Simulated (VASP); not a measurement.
# HfN in VASP: single point with PBEsol

Aim: the single point of HfN with PBEsol.

Program: VASP 6.6.1. These are calculated values, not measurements. Logs are shortened: lines on timing, memory, paths and dates and some standing lists are left out, and cuts for length are marked.

## (1) The cell of the first run

The typed cell holds 2 atoms: a = 3.183 Å, b = 3.183 Å, c = 3.183 Å, α = 60.00°, β = 60.00°, γ = 60.00°.

## (2) Single point, PBEsol

INCAR

```
SYSTEM = HfN
PREC = Accurate ; ENCUT = 520
EDIFF = 1E-6 ; ISMEAR = 0
SIGMA = 0.15 ; LREAL = .False.
LASPH = .True. ; NELM = 80
ALGO = Normal ; ISIF = 2
LWAVE = .False. ; LCHARG = .False.
GGA = PS ; NBANDS = 14
```

KPOINTS

```
Automatic mesh
0
Gamma
  14 14 14
  0 0 0
```

POSCAR

```
HfN
1.0
    0.0000022853      2.2507765014      2.2507422125
    2.2508001509      0.0000037071      2.2507407907
    2.2510013979      2.2509763265     -0.0001975399
Hf N
1 1
Direct
    0.0000071037      0.0000070421     -0.0000213808
    0.4999928963      0.4999929579      0.5000213808
```

Potentials or basis: VASP PAW PBE potentials, release 64 (Hf_pv, N).

The run is started by

```bash
cat potpaw_PBE.64/Hf_pv/POTCAR potpaw_PBE.64/N/POTCAR > POTCAR
mpirun -np 1 vasp_std > vasp.out
```

OUTCAR:

```text
SYSTEM = HfN
   PREC = Accurate
   ENCUT = 520
   EDIFF = 1E-6
   ISMEAR = 0
   LREAL = .False.
   LASPH = .True.
   NELM = 80
   ISIF = 2
   GGA = PS

 ion  position               nearest neighbor table
   1  0.000  0.000  1.000-   2 2.25   2 2.25   2 2.25   2 2.25   2 2.25   2 2.25
   2  0.500  0.500  0.500-   1 2.25   1 2.25   1 2.25   1 2.25   1 2.25   1 2.25

  LATTYP: Found a base centered monoclinic cell.
 ALAT       =     5.5132089006
 B/A-ratio  =     0.5773572518
 C/A-ratio  =     0.5774094618
 COS(beta)  =    -0.5773081217

  Lattice vectors:

 A1 = (  -0.0000022853,  -2.2507765014,  -2.2507422125)
 A2 = (  -2.2508001509,  -0.0000037071,  -2.2507407907)
 A3 = (   2.2510013979,   2.2509763265,  -0.0001975399)

Analysis of symmetry for initial positions (statically):
=====================================================================
 Subroutine PRICEL returns:
 Original cell was already a primitive cell.

 Routine SETGRP: Setting up the symmetry group for a
 base centered monoclinic supercell.

 Subroutine GETGRP returns: Found  2 space group operations
 (whereof  2 operations were pure point group operations)
 out of a pool of  4 trial point group operations.

The static configuration has the point symmetry C_1h.

Analysis of symmetry for dynamics (positions and initial velocities):
=====================================================================
 Subroutine PRICEL returns:
 Original cell was already a primitive cell.

 Routine SETGRP: Setting up the symmetry group for a
 base centered monoclinic supercell.

 Subroutine GETGRP returns: Found  2 space group operations
 (whereof  2 operations were pure point group operations)
 out of a pool of  4 trial point group operations.

The dynamic configuration has the point symmetry C_1h.

 Subroutine INISYM returns: Found  2 space group operations
 (whereof  2 operations are pure point group operations),
 and found     1 'primitive' translations

----------------------------------------------------------------------------------------

                                     Primitive cell

  volume of cell :      22.8077

  direct lattice vectors                    reciprocal lattice vectors
     0.000002285  2.250776501  2.250742213    -0.222133631  0.222155600  0.222139124
     2.250800151  0.000003707  2.250740791     0.222153266 -0.222136246  0.222139404
     2.251001398  2.250976327 -0.000197540     0.222113546  0.222116161 -0.222119770

  length of vectors
     3.183054408  3.183070126  3.183378984     0.384762591  0.384762914  0.384717050

  position of ions in fractional coordinates (direct lattice)
     0.000007104  0.000007042  0.999978619
     0.499992896  0.499992958  0.500021381

  ion indices of the primitive-cell ions
   primitive index   ion index
                 1           1
                 2           2

----------------------------------------------------------------------------------------

 KPOINTS: Automatic mesh

Automatic generation of k-mesh.
 Grid dimensions read from file:
 generate k-points for:   14   14   14

 Generating k-lattice:

  Cartesian coordinates                     Fractional coordinates (reciprocal lattice)
    -0.015866688  0.015868257  0.015867080     0.071428571 -0.000000000 -0.000000000
     0.015868090 -0.015866875  0.015867100     0.000000000  0.071428571 -0.000000000
     0.015865253  0.015865440 -0.015865698     0.000000000  0.000000000  0.071428571

  Length of vectors
     0.027483042  0.027483065  0.027479789

  Shift w.r.t. Gamma in fractional coordinates (k-lattice)
     0.000000000  0.000000000  0.000000000

 Subroutine IBZKPT returns following result:
 ===========================================

 Found    744 irreducible k-points:

 Following reciprocal coordinates:
            Coordinates               Weight
  0.000000  0.000000  0.000000      1.000000
  0.071429 -0.000000  0.000000      4.000000
  0.142857  0.000000 -0.000000      4.000000
  0.214286 -0.000000  0.000000      4.000000
  0.285714  0.000000 -0.000000      4.000000
  0.357143  0.000000 -0.000000      4.000000
[... 16 lines left out ...]
  0.214286  0.142857  0.000000      4.000000
  0.285714  0.142857 -0.000000      4.000000
 [... further k-points ...]
   k-points           NKPTS =    744   k-points in BZ     NKDIM =    744   number of bands    NBANDS=     14
   number of dos      NEDOS =    301   number of ions     NIONS =      2
   total plane-waves  NPLWV =  13824
   dimension x,y,z NGX =    24 NGY =   24 NGZ =   24
   dimension x,y,z NGXF=    48 NGYF=   48 NGZF=   48
   ions per type =               1   1
   NGX,Y,Z   is equivalent  to a cutoff of  12.53, 12.53, 12.53 a.u.
   NGXF,Y,Z  is equivalent  to a cutoff of  25.07, 25.07, 25.07 a.u.
 SYSTEM =  HfN
   PREC   = accura    normal or accurate (medium, high low for compatibility)
   ISTART =      0    job   : 0-new  1-cont  2-samecut
   ICHARG =      2    charge: 1-file 2-atom 10-const
   ISPIN  =      1    spin polarized calculation?
   LNONCOLLINEAR =      F non collinear calculations
   LSORBIT =      F    spin-orbit coupling
   LASPH  =      T    aspherical Exc in radial PAW
   ENCUT  =  520.0 eV  38.22 Ry    6.18 a.u.   5.92  5.92  5.92*2*pi/ulx,y,z
   NELM   =     80;   NELMIN=  2; NELMDL= -5     # of ELM steps
   EDIFF  = 0.1E-05   stopping-criterion for ELM
   LREAL  =      F    real-space projection
[... 7 lines left out ...]
   TEBEG  =    0.0;   TEEND  =   0.0 temperature during run
   PSTRESS=    0.0 pullay stress
   NELECT =      15.0000    total number of electrons
   NUPDOWN=      -1.0000    fix difference up-down
   EMIN   =  10.00;   EMAX   =-10.00  energy-range for DOS
   EFERMI =   0.00;   METHOD = LEGACY
   ISMEAR =     0;   SIGMA  =   0.15  broadening in eV -4-tet -1-fermi 0-gaus
   EFERMI_NEDOS =   21; number of points for ismear=-14 and -15
   IALGO  =     38    algorithm
   IMIX   =      4    mixing-type and parameters
     AMIX     =   0.40;   BMIX     =  1.00
     AMIX_MAG =   1.60;   BMIX_MAG =  1.00
  volume/ion in A,a.u.               =      11.40        76.96
  Fermi-wavevector in a.u.,A,eV,Ry     =   1.423676  2.690358 27.577021  2.026854
  Thomas-Fermi vector in A             =   2.544248
   LORBIT       =      0    0 simple, 1 ext, 2 COOP (PROOUT), +10 PAW based schemes
   GGA     = PS    functional components
   LHFCALC =     F    Hartree Fock is set to
   AEXX    =    0.0000 exact exchange contribution
   IVDW    =     0    specifies the selected vdW correction
   LEPSILON=     F    determine dielectric tensor
   LRPA    =     F    only Hartree local field effects (RPA)
 non-spin polarized calculation
 Gauss-broadening in eV      SIGMA  =   0.15
  energy-cutoff  :      520.00
  volume of cell :       22.81
 maximum number of plane-waves:       636
   NGX = 11   NGY = 11   NGZ = 11

 number of electron      15.0000001 magnetization

 Free energy of the ion-electron system (eV)
  ---------------------------------------------------
  ext. energy  EPLUGINS =         0.00000000
  ---------------------------------------------------
  free energy    TOTEN  =       -22.99296554 eV

  energy without entropy =      -22.98446184  energy(sigma->0) =      -22.98871369

 E-fermi :   8.2872     XC(G=0): -12.9505

 val. band max:        8.2634142766   @ k =   0.5000   0.2857   0.5000
 cond. band min:       8.3021840016   @ k =   0.0000   0.0000   0.1429
 fundamental gap:      0.0387697250
 Fermi energy:         8.2871689449

 k-point     1 :       0.0000    0.0000    0.0000
  band No.  band energies     occupation
      1     -22.7227      2.00000
      2     -22.7226      2.00000
      3     -22.7225      2.00000
      4      -9.2073      2.00000
      5       5.2987      2.00000
      6       5.2993      2.00000
      7       5.2994      2.00000
      8       7.9162      1.99953
      9       7.9182      1.99950
     10       7.9184      1.99949
     11      10.2110      0.00000
     12      10.2649      0.00000
     13      10.2652      0.00000
     14      17.8593      0.00000

 k-point     2 :       0.0714   -0.0000    0.0000
  band No.  band energies     occupation
      1     -22.7780      2.00000
      2     -22.7273      2.00000
      3     -22.7271      2.00000
      4      -9.0848      2.00000
      5       4.7724      2.00000
      6       4.9873      2.00000
      7       4.9881      2.00000
      8       8.0645      1.96422
      9       8.0947      1.93046
     10       8.0964      1.92787
     11      10.5880      0.00000
     12      10.6700      0.00000
     13      10.6703      0.00000
     14      18.2663      0.00000

 k-point     3 :       0.1429    0.0000   -0.0000
  band No.  band energies     occupation
      1     -22.9298      2.00000
      2     -22.7400      2.00000
      3     -22.7398      2.00000
      4      -8.7376      2.00000
      5       3.6573      2.00000
      6       4.3093      2.00000
      7       4.3102      2.00000
      8       8.3025      0.88481
      9       8.5535      0.01205
     10       8.5552      0.01151
     11      11.5044      0.00000
     12      11.6861      0.00000
     13      11.6864      0.00000
     14      19.3706      0.00000
[... 324 lines left out ...]
 k-point    23 :       0.2143    0.1429    0.0000
  band No.  band energies     occupation
      1     -23.0504      2.00000
      2     -22.8137      2.00000
      3     -22.8032      2.00000
      4      -8.3224      2.00000
      5       2.1533      2.00000
      6       4.2556      2.00000
      7       4.4063      2.00000
      8       6.8814      2.00000
      9      10.0978      0.00000
     10      10.1394      0.00000
     11      11.1892      0.00000
     12      11.2679      0.00000
     13      14.8818      0.00000
     14      20.5995      0.00000

 k-point    24 :       0.2857    0.1429   -0.0000
  band No.  band energies     occupation
      1     -23.2330      2.00000
      2     -22.8399      2.00000
      3     -22.8239      2.00000
      4      -7.8979      2.00000
      5       1.5063      2.00000
      6       3.4868      2.00000
      7       3.8720      2.00000
      8       7.2126      2.00000
      9      10.7280      0.00000
     10      10.8430      0.00000
     11      12.2382      0.00000
     12      12.2886      0.00000
     13      15.9083      0.00000
     14      20.5921      0.00000

 [... further k-points ...]

------------------------ aborting loop because EDIFF is reached ----------------------------------------

  FORCE on cell =-STRESS in cart. coord.  units (eV):
  Direction    XX          YY          ZZ          XY          YZ          ZX
  --------------------------------------------------------------------------------------
  -------------------------------------------------------------------------------------
  Total       -0.3094390     -0.3094321     -0.3078207     -0.0015502      0.0014592      0.0014587
  in kB      -21.7371998    -21.7367155    -21.6235176     -0.1088954      0.1025024      0.1024672
  external PRESSURE =     -21.6991443 kB  Pullay stress =       0.0000000 kB

 VOLUME and BASIS-vectors are now :
 -----------------------------------------------------------------------------
  energy-cutoff  :      520.00
  volume of cell :       22.81
      direct lattice vectors                 reciprocal lattice vectors
     0.000002285  2.250776501  2.250742213    -0.222133631  0.222155600  0.222139124
     2.250800151  0.000003707  2.250740791     0.222153266 -0.222136246  0.222139404
     2.251001398  2.250976327 -0.000197540     0.222113546  0.222116161 -0.222119770

 POSITION                                       TOTAL-FORCE (eV/Angst)
 -----------------------------------------------------------------------------------
      2.25097      2.25094     -0.00017         0.000785      0.000785     -0.000775
      2.25093      2.25091      2.25061        -0.000785     -0.000785      0.000775
 -----------------------------------------------------------------------------------
    total drift:                               -0.000031      0.000030      0.000001

  FREE ENERGIE OF THE ION-ELECTRON SYSTEM (eV)
  ---------------------------------------------------
  free  energy   TOTEN  =       -22.9929655403 eV

  energy  without entropy=      -22.9844618413  energy(sigma->0) =      -22.98871369
```

Run time: 6 min. Hardware: 1 thread of AMD EPYC 7R13, shared host; peak memory 0.32 GiB.

What came out:

- Free energy: -22.9930 eV
- Pressure: -2.2 GPa
- Band gap on the k mesh: zero (an odd number of electrons rules out a gap without spin polarisation)

Caveat: the PAW data sets were made with another functional, which shifts forces and pressure a little; spin-orbit coupling is left out, which moves the levels of the heavy elements.

The gap in the log of VASP goes by the Fermi energy; the results here count the filled bands.